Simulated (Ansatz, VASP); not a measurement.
# Hf in VASP and in Ansatz

File INCAR:

```
PREC     = Accurate       # precision mode
ENCUT    = 400            # plane-wave cutoff, eV
EDIFF    = 1E-6           # SCF threshold, eV
ISMEAR   = 1              # smearing method
SIGMA    = 0.1            # smearing width, eV
LREAL    = False          # projectors in reciprocal space
LASPH    = True           # aspherical terms in the spheres
NELM     = 120            # most SCF steps
ALGO     = Normal         # electronic algorithm
ISIF     = 2              # what is computed and relaxed
LWAVE    = False          # write WAVECAR
LCHARG   = False          # write CHGCAR
LDIPOL   = True         
IDIPOL   = 3            
DIPOL    = 0.5 0.5 0.326
GGA      = CA             # functional
NBANDS   = 72             # bands
GGA_COMPAT= False        
NELMDL   = -8
```

The input KPOINTS:

```
regular mesh
0
Gamma
  9 9 1
```

POSCAR

```
Hf
1.0
    0.0000000285      5.4114904293      0.0000000000
   -4.6864881983     -2.7057451900      0.0000000000
    0.0000000000      0.0000000000     29.4860279406
Hf
12
Direct
    0.6666666667      0.6666666667      0.2034862075
    0.3333333333      1.0000000000      0.2034862075
    0.0000000000      0.3333333333      0.2034862075
    0.3333333333      0.3333333333      0.2818873001
    0.0000000000      0.6666666667      0.2818839444
    0.6666666667      0.0000000000      0.2821474058
    0.6652242360      0.6801586644      0.3685403349
    0.3482677618      1.0014424307      0.3685403349
   -0.0134919978      0.3183989049      0.3685403349
    0.3333333333      0.3333333333      0.4471747107
    0.0000000000      0.6666666667      0.4465613039
    0.6666666667      0.0000000000      0.4614205102
```

Input for Ansatz:

```yaml
crystal:
  lattice:
    - [2.85e-08, 5.4114904293, 0.0]
    - [-4.6864881983, -2.70574519, 0.0]
    - [0.0, 0.0, 29.4860279406]
  atoms:
    - { symbol: Hf, position: [0.6666666667, 0.6666666667, 0.2034862075] }
    - { symbol: Hf, position: [0.3333333333, 1.0, 0.2034862075] }
    - { symbol: Hf, position: [0.0, 0.3333333333, 0.2034862075] }
    - { symbol: Hf, position: [0.3333333333, 0.3333333333, 0.2818873001] }
    - { symbol: Hf, position: [0.0, 0.6666666667, 0.2818839444] }
    - { symbol: Hf, position: [0.6666666667, 0.0, 0.2821474058] }
    - { symbol: Hf, position: [0.665224236, 0.6801586644, 0.3685403349] }
    - { symbol: Hf, position: [0.3482677618, 1.0014424307, 0.3685403349] }
    - { symbol: Hf, position: [-0.0134919978, 0.3183989049, 0.3685403349] }
    - { symbol: Hf, position: [0.3333333333, 0.3333333333, 0.4471747107] }
    - { symbol: Hf, position: [0.0, 0.6666666667, 0.4465613039] }
    - { symbol: Hf, position: [0.6666666667, 0.0, 0.4614205102] }
basis:
  ecutwfc: 420
kpoints:
  mp_grid: { grid: [9, 9, 1] }
hamiltonian:
  xc: lda
  pseudopotentials: { kind: paw, azcp: { folder: soft_1 } }
scf:
  occupations: { method: methfessel_paxton, width: 0.1 }
  n_extra_bands: 14
  max_iter: 160
output:
  forces: true
  eigenvalues: true
  write_density: true
  write_potential: true
  elf: true
  volumetric_format: npy
efield:
  axis: 3
  dipole_correction: true
```

Alike in both runs: task single point; functional LDA; k mesh 9 × 9 × 1; occupations methfessel-paxton of order 1, width 0.1 eV; no spin polarisation.

```csv
,VASP,Ansatz
version,VASP 6.6.1,Ansatz 0.2.0
potentials or method,"VASP PAW LDA potentials, release 64 (Hf_pv), cutoff 400 eV","scalar-relativistic, plane waves, PAW"
valence electrons in the cell,120,312
```

```tsv
	VASP	Ansatz	Ansatz less VASP
gap on the k mesh at the Fermi level (eV)	none	none	-
rms of the force components (eV/Å)	0.249	0.243	-0.0054
```

Ansatz warns that its potentials were made for another functional, while VASP's fit it. LDA's correlation is that of Perdew and Zunger in VASP and of Perdew and Wang (1992) in Ansatz. Atom by atom the forces differ by 0.007 eV/Å (rms over components). A gap of «none» marks a metal or a gap that the smearing closes. VASP's potentials hold 120 valence electrons a cell and Ansatz's 312, so a difference there can come from the potentials and not from the codes. Ansatz's warnings: xc potential rough in thin density.

Neither program's run includes spin-orbit coupling.
